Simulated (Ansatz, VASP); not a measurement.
**Two plane-wave programs on Ta2Be**

```xyz
6
Lattice="-2.9739 2.9739 2.3865 2.9739 -2.9739 2.3865 2.9739 2.9739 -2.3865" Properties=species:S:1:pos:R:3 pbc="T T T"
Ta    0.9550    2.0190    0.0000
Ta    3.9289    0.9550    0.0000
Ta   -0.9550    2.0190    2.3865
Ta    2.0190    0.9550    2.3865
Be    0.0000    0.0000    3.5797
Be    0.0000    0.0000    1.1932
```

Alike in both runs: functional LDA; k mesh 10 × 10 × 10; occupations gaussian, width 0.1 eV; no spin polarisation.

Ansatz relaxed the structure, and its values are those at the end. VASP's run is a single point on that final structure, the one shown.

|  | VASP | Ansatz |
| --- | --- | --- |
| version | VASP 6.6.1 | Ansatz 0.2.0 |
| potentials or method | VASP PAW LDA potentials, release 64 (Ta_pv, Be), cutoff 520 eV | scalar-relativistic, plane waves, PAW |
| valence electrons in the cell | 48 | 56 |

```csv
,VASP,Ansatz,Ansatz less VASP
gap on the k mesh at the Fermi level (eV),none,none,-
pressure (GPa),0.9,0.0,-0.89
rms of the force components (eV/Å),0.004,0.000,-0.0042
```

LDA's correlation is that of Perdew and Zunger in VASP and of Perdew and Wang (1992) in Ansatz. A gap of «none» marks a metal or a gap that the smearing closes. VASP's potentials hold 48 valence electrons a cell and Ansatz's 56, so a difference there can come from the potentials and not from the codes.

Spin-orbit coupling is off throughout.
